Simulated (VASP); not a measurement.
# Al16H2C in VASP: notebook

Runs on Al16H2C. Level: PBE+D3(BJ). Tasks: single point.

Everything below comes from runs of VASP 6.6.1. Logs are shortened: lines on timing, memory, paths and dates and some standing lists are left out, and cuts for length are marked.

### Step 1. The cell of the first run

The cell holds a slab with vacuum, 19 atoms: a = 8.100 Å, b = 5.728 Å, c = 16.296 Å, α = 90.00°, β = 90.00°, γ = 90.00°.

### Step 2. Single point, PBE+D3(BJ)

INCAR reads:

```
SYSTEM = Al16H2C
ALGO = Normal
EDIFF = 1E-7
ENCUT = 520
GGA = PE
ISIF = 2
ISMEAR = 0
IVDW = 12
LASPH = .TRUE.
LCHARG = .FALSE.
LREAL = Auto
LWAVE = .FALSE.
NBANDS = 42
NELM = 80
PREC = Accurate
SIGMA = 0.15
```

KPOINTS reads:

```
k-points
0
G
  3 4 1
  0 0 0
```

POSCAR reads:

```
Al16H2C
1.0
    8.1000000000      0.0000000000      0.0000000000
    0.0000000000      5.7275650000      0.0000000000
    0.0000000000      0.0000000000     16.2956740000
Al C H
16 1 2
Direct
    0.2500000000      0.2499999564      0.0613659797
    0.7500000000      0.2499999564      0.0613659797
    0.2500000000      0.7500000436      0.0613659797
    0.7500000000      0.7500000436      0.0613659797
    0.0000070370      0.0111394633      0.1453848426
    0.5000135802      0.0044149652      0.1403231312
    0.0000180247      0.5135737438      0.1435213419
    0.4999339506      0.5054615705      0.1396072356
    0.2507944444      0.2676997991      0.2316346044
    0.7490892593      0.2679463262      0.2315072086
    0.2533290123      0.7725907956      0.2357224377
    0.7468606173      0.7725803199      0.2357077099
   -0.0003781481      0.0609601113      0.3297586832
    0.5001088889      0.0189384145      0.3135610101
    0.0002112346      0.5826462031      0.3166437915
    0.5000434568      0.5135517449      0.3122093630
   -0.0015027160      0.3455777455      0.4045099331
   -0.1131729630      0.3733755968      0.4420551737
    0.1079350617      0.3734255307      0.4436241790
```

Potentials or basis: VASP PAW PBE potentials, release 64 (Al, C, H).

Command:

```console
$ cat potpaw_PBE.64/Al/POTCAR potpaw_PBE.64/C/POTCAR potpaw_PBE.64/H/POTCAR > POTCAR
$ mpirun -np 1 vasp_std > vasp.out
```

OUTCAR:

```text
SYSTEM = Al16H2C
   EDIFF = 1E-7
   ENCUT = 520
   GGA = PE
   ISIF = 2
   ISMEAR = 0
   IVDW = 12
   LASPH = .TRUE.
   LREAL = Auto
   NELM = 80
   PREC = Accurate
 IVDW          = 12

 ion  position               nearest neighbor table
   1  0.250  0.250  0.061-   9 2.78   6 2.78   5 2.80   8 2.80   7 2.86   3 2.86   3 2.86
   2  0.750  0.250  0.061-  10 2.77   6 2.78   5 2.80   8 2.81   7 2.86   4 2.86   4 2.86
   3  0.250  0.750  0.061-   8 2.77   7 2.78   6 2.81  11 2.84   1 2.86   1 2.86   5 2.87
   4  0.750  0.750  0.061-   8 2.77   7 2.78   6 2.81  12 2.84   2 2.86   2 2.86   5 2.87
   5  0.000  0.011  0.145-   1 2.80   2 2.80   7 2.85   3 2.87   4 2.87  12 2.87  11 2.87   9 2.87
                            10 2.87   7 2.88  13 3.02
   6  0.500  0.004  0.140-   2 2.78   1 2.78   4 2.81   3 2.81  14 2.82   8 2.86  11 2.86  12 2.86
                             8 2.87  10 2.93   9 2.93
   7  0.000  0.514  0.144-   3 2.78   4 2.78  15 2.85   5 2.85  10 2.86   9 2.86   1 2.86   2 2.86
                             5 2.88  12 2.94  11 2.94
   8  0.500  0.505  0.140-   3 2.77   4 2.77   1 2.80   2 2.81  16 2.81  10 2.86   6 2.86   9 2.86
                             6 2.87  11 2.96  12 2.97
   9  0.251  0.268  0.232-   1 2.78  16 2.79  14 2.81  11 2.84  13 2.85   7 2.86   8 2.86   5 2.87
                            11 2.89   6 2.93  15 3.05
  10  0.749  0.268  0.232-   2 2.77  16 2.79  14 2.81  12 2.84  13 2.84   7 2.86   8 2.86   5 2.87
                            12 2.89   6 2.93  15 3.05
  11  0.253  0.773  0.236-  15 2.67  14 2.76  16 2.78   9 2.84   3 2.84   6 2.86   5 2.87   9 2.89
                             7 2.94   8 2.96  13 3.05
  12  0.747  0.773  0.236-  15 2.67  14 2.76  16 2.78  10 2.84   4 2.84   6 2.86   5 2.87  10 2.89
                             7 2.94   8 2.97  13 3.04
  13  1.000  0.061  0.330-  17 2.04  15 2.75  10 2.84   9 2.85  15 3.00   5 3.02  12 3.04  11 3.05

  14  0.500  0.019  0.314-  12 2.76  11 2.76  10 2.81   9 2.81   6 2.82  16 2.83  16 2.89
  15  0.000  0.583  0.317-  17 1.97  11 2.67  12 2.67  13 2.75   7 2.85  13 3.00   9 3.05  10 3.05

  16  0.500  0.514  0.312-  11 2.78  12 2.78  10 2.79   9 2.79   8 2.81  14 2.83  14 2.89
  17  0.998  0.346  0.405-  19 1.10  18 1.10  15 1.97  13 2.04
  18  0.887  0.373  0.442-  17 1.10
  19  0.108  0.373  0.444-  17 1.10

  LATTYP: Found a simple orthorhombic cell.
 ALAT       =     5.7275650000
 B/A-ratio  =     1.4142135445
 C/A-ratio  =     2.8451312207

  Lattice vectors:

 A1 = (   0.0000000000,  -5.7275650000,   0.0000000000)
 A2 = (   8.1000000000,   0.0000000000,   0.0000000000)
 A3 = (   0.0000000000,   0.0000000000,  16.2956740000)

Analysis of symmetry for initial positions (statically):
=====================================================================
 Subroutine PRICEL returns:
 Original cell was already a primitive cell.

 Routine SETGRP: Setting up the symmetry group for a
 simple orthorhombic supercell.

 Subroutine GETGRP returns: Found  1 space group operations
 (whereof  1 operations were pure point group operations)
 out of a pool of  8 trial point group operations.

The static configuration has the point symmetry C_1 .

Analysis of symmetry for dynamics (positions and initial velocities):
=====================================================================
 Subroutine PRICEL returns:
 Original cell was already a primitive cell.

 Routine SETGRP: Setting up the symmetry group for a
 simple orthorhombic supercell.

 Subroutine GETGRP returns: Found  1 space group operations
 (whereof  1 operations were pure point group operations)
 out of a pool of  8 trial point group operations.

The dynamic configuration has the point symmetry C_1 .

 Subroutine INISYM returns: Found  1 space group operations
 (whereof  1 operations are pure point group operations),
 and found     1 'primitive' translations

----------------------------------------------------------------------------------------

                                     Primitive cell

  volume of cell :     756.0097

  direct lattice vectors                    reciprocal lattice vectors
     8.100000000  0.000000000  0.000000000     0.123456790  0.000000000  0.000000000
     0.000000000  5.727565000  0.000000000     0.000000000  0.174594265  0.000000000
     0.000000000  0.000000000 16.295674000     0.000000000  0.000000000  0.061365980

  length of vectors
     8.100000000  5.727565000 16.295674000     0.123456790  0.174594265  0.061365980

  position of ions in fractional coordinates (direct lattice)
     0.250000000  0.249999956  0.061365980
     0.750000000  0.249999956  0.061365980
     0.250000000  0.750000044  0.061365980
     0.750000000  0.750000044  0.061365980
     0.000007037  0.011139463  0.145384843
     0.500013580  0.004414965  0.140323131
[... 11 lines left out ...]
     0.886827037  0.373375597  0.442055174
     0.107935062  0.373425531  0.443624179

  ion indices of the primitive-cell ions
   primitive index   ion index
                 1           1
                 2           2
                 3           3
                 4           4
                 5           5
                 6           6
[... 11 lines left out ...]
                18          18
                19          19

----------------------------------------------------------------------------------------

 KPOINTS: k-points

Automatic generation of k-mesh.
 Grid dimensions read from file:
 generate k-points for:    3    4    1

 Generating k-lattice:

  Cartesian coordinates                     Fractional coordinates (reciprocal lattice)
     0.041152263  0.000000000  0.000000000     0.333333333  0.000000000  0.000000000
     0.000000000  0.043648566  0.000000000     0.000000000  0.250000000  0.000000000
     0.000000000  0.000000000  0.061365980     0.000000000  0.000000000  1.000000000

  Length of vectors
     0.041152263  0.043648566  0.061365980

  Shift w.r.t. Gamma in fractional coordinates (k-lattice)
     0.000000000  0.000000000  0.000000000

 Subroutine IBZKPT returns following result:
 ===========================================

 Found      7 irreducible k-points:

 Following reciprocal coordinates:
            Coordinates               Weight
  0.000000  0.000000  0.000000      1.000000
  0.333333  0.000000  0.000000      2.000000
  0.000000  0.250000  0.000000      2.000000
  0.333333  0.250000  0.000000      2.000000
 -0.333333  0.250000  0.000000      2.000000
  0.000000  0.500000  0.000000      1.000000
  0.333333  0.500000  0.000000      2.000000
   k-points           NKPTS =      7   k-points in BZ     NKDIM =      7   number of bands    NBANDS=     42
   number of dos      NEDOS =    301   number of ions     NIONS =     19
   total plane-waves  NPLWV = 362880
   dimension x,y,z NGX =    60 NGY =   48 NGZ =  126
   dimension x,y,z NGXF=   120 NGYF=   96 NGZF=  252
   ions per type =              16   1   2
   NGX,Y,Z   is equivalent  to a cutoff of  12.31, 13.93, 12.85 a.u.
   NGXF,Y,Z  is equivalent  to a cutoff of  24.63, 27.86, 25.71 a.u.
 SYSTEM =  Al16H2C
   PREC   = accura    normal or accurate (medium, high low for compatibility)
   ISTART =      0    job   : 0-new  1-cont  2-samecut
   ICHARG =      2    charge: 1-file 2-atom 10-const
   ISPIN  =      1    spin polarized calculation?
   LNONCOLLINEAR =      F non collinear calculations
   LSORBIT =      F    spin-orbit coupling
   LASPH  =      T    aspherical Exc in radial PAW
   ENCUT  =  520.0 eV  38.22 Ry    6.18 a.u.  15.06 10.65 30.30*2*pi/ulx,y,z
   NELM   =     80;   NELMIN=  2; NELMDL= -5     # of ELM steps
   EDIFF  = 0.1E-06   stopping-criterion for ELM
   LREAL  =      T    real-space projection
   EDIFFG = 0.1E-05   stopping-criterion for IOM
   NSW    =      0    number of steps for IOM
   IBRION =     -1    ionic relax: 0-MD 1-quasi-New 2-CG
   NFREE  =      0    steps in history (QN), initial steepest desc. (CG)
   ISIF   =      2    stress and relaxation
   ISYM   =      2    0-nonsym 1-usesym 2-fastsym
   POTIM  = 0.5000    time-step for ionic-motion
   TEBEG  =    0.0;   TEEND  =   0.0 temperature during run
   PSTRESS=    0.0 pullay stress
   NELECT =      54.0000    total number of electrons
   NUPDOWN=      -1.0000    fix difference up-down
   EMIN   =  10.00;   EMAX   =-10.00  energy-range for DOS
   EFERMI =   0.00;   METHOD = LEGACY
   ISMEAR =     0;   SIGMA  =   0.15  broadening in eV -4-tet -1-fermi 0-gaus
   EFERMI_NEDOS =   21; number of points for ismear=-14 and -15
   IALGO  =     38    algorithm
   IMIX   =      4    mixing-type and parameters
     AMIX     =   0.40;   BMIX     =  1.00
     AMIX_MAG =   1.60;   BMIX_MAG =  1.00
  volume/ion in A,a.u.               =      39.79       268.52
  Fermi-wavevector in a.u.,A,eV,Ry     =   0.679251  1.283598  6.277482  0.461382
  Thomas-Fermi vector in A             =   1.757394
   LORBIT       =      0    0 simple, 1 ext, 2 COOP (PROOUT), +10 PAW based schemes
   GGA     = PE    functional components
   LHFCALC =     F    Hartree Fock is set to
   AEXX    =    0.0000 exact exchange contribution
   IVDW    =    12    specifies the selected vdW correction
   LEPSILON=     F    determine dielectric tensor
   LRPA    =     F    only Hartree local field effects (RPA)
 non-spin polarized calculation
 Gauss-broadening in eV      SIGMA  =   0.15
  energy-cutoff  :      520.00
  volume of cell :      756.01
 maximum number of plane-waves:     20387
   NGX = 31   NGY = 21   NGZ = 61

 number of electron      53.9999999 magnetization

 Free energy of the ion-electron system (eV)
  ---------------------------------------------------
  ext. energy  EPLUGINS =         0.00000000
  ---------------------------------------------------
  free energy    TOTEN  =       -70.78369238 eV

  energy without entropy =      -70.68680501  energy(sigma->0) =      -70.73524870

 E-fermi :   0.3412     XC(G=0):  -4.9831

 val. band max:        0.3127271116   @ k =   0.0000   0.5000   0.0000
 cond. band min:       0.3538242276   @ k =   0.3333   0.0000   0.0000
 fundamental gap:      0.0410971161
 Fermi energy:         0.3412245624

 k-point     1 :       0.0000    0.0000    0.0000
  band No.  band energies     occupation
      1     -11.8640      2.00000
      2      -9.8871      2.00000
      3      -7.7505      2.00000
      4      -7.6832      2.00000
      5      -7.3938      2.00000
      6      -5.6389      2.00000
[... 283 lines left out ...]
     38       3.0530      0.00000
     39       3.1423      0.00000
 [bands above 39 left out]

------------------------ aborting loop because EDIFF is reached ----------------------------------------

 Edisp (eV)   -3.46551

 E8    (eV) :    -1.5989

  FORCE on cell =-STRESS in cart. coord.  units (eV):
  Direction    XX          YY          ZZ          XY          YZ          ZX
  --------------------------------------------------------------------------------------
  -------------------------------------------------------------------------------------
  Total      -6.89570   -14.82727    -1.59521     0.00444    -3.21973     0.02334
  in kB     -14.61375   -31.42277    -3.38066     0.00940    -6.82344     0.04946
  external pressure =      -16.47 kB  Pullay stress =        0.00 kB

 VOLUME and BASIS-vectors are now :
 -----------------------------------------------------------------------------
  energy-cutoff  :      520.00
  volume of cell :      756.01
      direct lattice vectors                 reciprocal lattice vectors
     8.100000000  0.000000000  0.000000000     0.123456790  0.000000000  0.000000000
     0.000000000  5.727565000  0.000000000     0.000000000  0.174594265  0.000000000
     0.000000000  0.000000000 16.295674000     0.000000000  0.000000000  0.061365980

 POSITION                                       TOTAL-FORCE (eV/Angst)
 -----------------------------------------------------------------------------------
      2.02500      1.43189      1.00000        -0.050063      0.131436     -0.021055
      6.07500      1.43189      1.00000         0.048339      0.131820     -0.024260
      2.02500      4.29567      1.00000        -0.109990      0.044195      0.109978
      6.07500      4.29567      1.00000         0.108393      0.044217      0.109344
      0.00006      0.06380      2.36914        -0.000293      0.031041      0.030938
      4.05011      0.02529      2.28666        -0.000703      0.004161     -0.003202
[... 11 lines left out ...]
      7.18330      2.13853      7.20359        -0.018618     -0.244404     -0.068020
      0.87427      2.13882      7.22915         0.024134     -0.247688     -0.073433
 -----------------------------------------------------------------------------------
    total drift:                                0.006622      0.005378      0.004211

  FREE ENERGIE OF THE ION-ELECTRON SYSTEM (eV)
  ---------------------------------------------------
  free  energy   TOTEN  =       -74.2492026481 eV

  energy  without entropy=      -74.1523152694  energy(sigma->0) =      -74.20075896
```

Wall time 4.5 min (1 thread of Intel Xeon 6975P-C (Granite Rapids), shared host); peak memory 0.76 GiB.

What came out:

```yaml
Free_energy: -74.2492 eV
Largest_force: 0.259 eV/Å
Band_gap_on_the_k_mesh: zero (bands 27 and 28 overlap by 0.77 eV)
Dispersion_energy_per_atom: -0.182 eV
```

Forces on the atoms (eV/Å):
```
Al  -0.050  0.131 -0.021
Al   0.048  0.132 -0.024
Al  -0.110  0.044  0.110
Al   0.108  0.044  0.109
Al   0.000  0.031  0.031
Al  -0.001  0.004 -0.003
Al  -0.001  0.036  0.050
Al   0.000  0.012 -0.001
Al   0.013  0.041 -0.008
Al  -0.013  0.041 -0.008
Al   0.000  0.032  0.019
Al  -0.002  0.033  0.018
Al   0.001 -0.038 -0.091
Al  -0.001  0.039  0.006
Al  -0.004  0.073  0.059
Al   0.000  0.037  0.010
C    0.004 -0.201 -0.113
H   -0.019 -0.244 -0.068
H    0.024 -0.248 -0.073
```

Levels at points of the mesh, in eV from the Fermi level:
```csv
k point,band 23,band 24,band 25,band 26,band 27,band 28,band 29,band 30,band 31,band 32
"(0.00, 0.00, 0.00)",-1.64,-1.38,-0.84,-0.73,-0.60,-0.37,0.19,0.49,0.76,1.40
"(0.00, 0.50, 0.00)",-0.95,-0.83,-0.66,-0.03,0.41,0.54,0.59,1.06,1.24,1.28
```

### Step 3. Single point, PBE+D3(BJ)

INCAR reads:

```
PREC     = Accurate       # precision mode
ENCUT    = 520            # plane-wave cutoff, eV
EDIFF    = 1E-6           # SCF threshold, eV
ISMEAR   = 0              # smearing method
SIGMA    = 0.15           # smearing width, eV
LREAL    = Auto         
LASPH    = T              # aspherical terms in the spheres
NELM     = 80             # most SCF steps
ALGO     = Normal         # electronic algorithm
ISIF     = 2              # what is computed and relaxed
LWAVE    = F              # write WAVECAR
LCHARG   = F              # write CHGCAR
GGA      = PE             # functional
IVDW     = 12             # dispersion correction
NBANDS   = 42             # bands
```

KPOINTS reads:

```
regular mesh
0
Gamma
  3 4 1
```

POSCAR reads:

```
Al16H2C
1.0
    8.1000000000      0.0000000000      0.0000000000
    0.0000000000      5.7275650000      0.0000000000
    0.0000000000      0.0000000000     16.2956740000
Al C H
16 1 2
Direct
    0.2500000000      0.2499999564      0.0613659797
    0.7500000000      0.2499999564      0.0613659797
    0.2500000000      0.7500000436      0.0613659797
    0.7500000000      0.7500000436      0.0613659797
    0.0000009877      0.0026681496      0.1424522852
    0.5000495062      0.0023435788      0.1404826827
    0.0000117284      0.5043551666      0.1386726931
    0.4999713580      0.5013531928      0.1397899222
    0.2481313580      0.2559579856      0.2325078423
    0.7518562963      0.2562059095      0.2324236481
    0.2532372840      0.7629322408      0.2339177256
    0.7470480247      0.7628191038      0.2339495746
   -0.0004361728      0.0709572043      0.3384085862
    0.5001334568      0.0076028819      0.3128514967
    0.0004171605      0.5645475870      0.3099121890
    0.5000351852      0.5042161896      0.3111730144
   -0.0014740741      0.3997917090      0.4140858488
   -0.1132465432      0.4434943995      0.4501076175
    0.1076600000      0.4438460323      0.4519929645
```

Potentials or basis: VASP PAW PBE potentials, release 64 (Al, C, H).

Command:

```console
$ cat potpaw_PBE.64/Al/POTCAR potpaw_PBE.64/C/POTCAR potpaw_PBE.64/H/POTCAR > POTCAR
$ mpirun -np 1 vasp_std > vasp.out
```

OUTCAR:

```text
PREC = Accurate
   ENCUT = 520
   EDIFF = 1E-6
   ISMEAR = 0
   LREAL = Auto
   LASPH = T
   NELM = 80
   ISIF = 2
   GGA = PE
   IVDW = 12
 IVDW          = 12

 ion  position               nearest neighbor table
   1  0.250  0.250  0.061-   6 2.79   9 2.79   8 2.79   7 2.79   5 2.80   3 2.86   3 2.86
   2  0.750  0.250  0.061-  10 2.79   6 2.79   8 2.79   7 2.79   5 2.80   4 2.86   4 2.86
   3  0.250  0.750  0.061-   7 2.77   8 2.79   6 2.80  11 2.81   5 2.82   1 2.86   1 2.86
[... 539 lines left out ...]
  -------------------------------------------------------------------------------------
  Total      -7.38324   -15.61628    -1.80130     0.01887    -3.97894     0.00702
  in kB     -15.64697   -33.09487    -3.81741     0.03999    -8.43239     0.01487
  external pressure =      -17.52 kB  Pullay stress =        0.00 kB

 VOLUME and BASIS-vectors are now :
 -----------------------------------------------------------------------------
  energy-cutoff  :      520.00
  volume of cell :      756.01
      direct lattice vectors                 reciprocal lattice vectors
     8.100000000  0.000000000  0.000000000     0.123456790  0.000000000  0.000000000
     0.000000000  5.727565000  0.000000000     0.000000000  0.174594265  0.000000000
     0.000000000  0.000000000 16.295674000     0.000000000  0.000000000  0.061365980

 POSITION                                       TOTAL-FORCE (eV/Angst)
 -----------------------------------------------------------------------------------
      2.02500      1.43189      1.00000        -0.029715      0.092943     -0.005184
      6.07500      1.43189      1.00000         0.029992      0.093364     -0.008288
      2.02500      4.29567      1.00000        -0.048688     -0.025264      0.027387
      6.07500      4.29567      1.00000         0.048809     -0.025222      0.027464
      0.00001      0.01528      2.32136         0.000331      0.016217      0.027262
      4.05040      0.01342      2.28926         0.000352      0.015012     -0.002329
[... 11 lines left out ...]
      7.18270      2.54014      7.33481         0.025548     -0.403824     -0.196937
      0.87205      2.54216      7.36553        -0.015713     -0.408262     -0.211038
 -----------------------------------------------------------------------------------
    total drift:                               -0.003591     -0.011573     -0.005933

  FREE ENERGIE OF THE ION-ELECTRON SYSTEM (eV)
  ---------------------------------------------------
  free  energy   TOTEN  =       -73.6879175013 eV

  energy  without entropy=      -73.5998749802  energy(sigma->0) =      -73.64389624
```

Run time: 4.2 min. Hardware: 1 thread of Intel Xeon 6975P-C (Granite Rapids), shared host; peak memory 0.75 GiB.

Results:

| Quantity | Value |
| --- | --- |
| Free energy | -73.6879 eV |
| Largest force | 0.809 eV/Å |
| Band gap on the k mesh | zero (bands 27 and 28 overlap by 0.82 eV) |
| Dispersion energy per atom | -0.182 eV |

Forces in eV/Å, atoms in the order of the input:
```
Al  -0.030  0.093 -0.005
Al   0.030  0.093 -0.008
Al  -0.049 -0.025  0.027
Al   0.049 -0.025  0.027
Al   0.000  0.016  0.027
Al   0.000  0.015 -0.002
Al   0.000  0.030  0.072
Al   0.000  0.013 -0.005
Al  -0.017  0.055 -0.002
Al   0.016  0.054 -0.002
Al   0.034  0.065  0.022
Al  -0.031  0.064  0.022
Al  -0.002  0.559  0.327
Al  -0.001  0.061  0.012
Al  -0.003  0.484  0.132
Al   0.001  0.033  0.005
C   -0.008 -0.773 -0.242
H    0.026 -0.404 -0.197
H   -0.016 -0.408 -0.211
```

Levels at points of the mesh, in eV from the Fermi level:
```
           k point  band 22  band 23  band 24  band 25  band 26  band 27  band 28  band 29  band 30  band 31
(0.00, 0.00, 0.00)    -1.79    -1.63    -1.35    -0.83    -0.79    -0.61    -0.36     0.18     0.39     0.67
(0.00, 0.50, 0.00)    -1.02    -0.93    -0.82    -0.44    -0.14     0.46     0.51     0.67     1.10     1.18
```
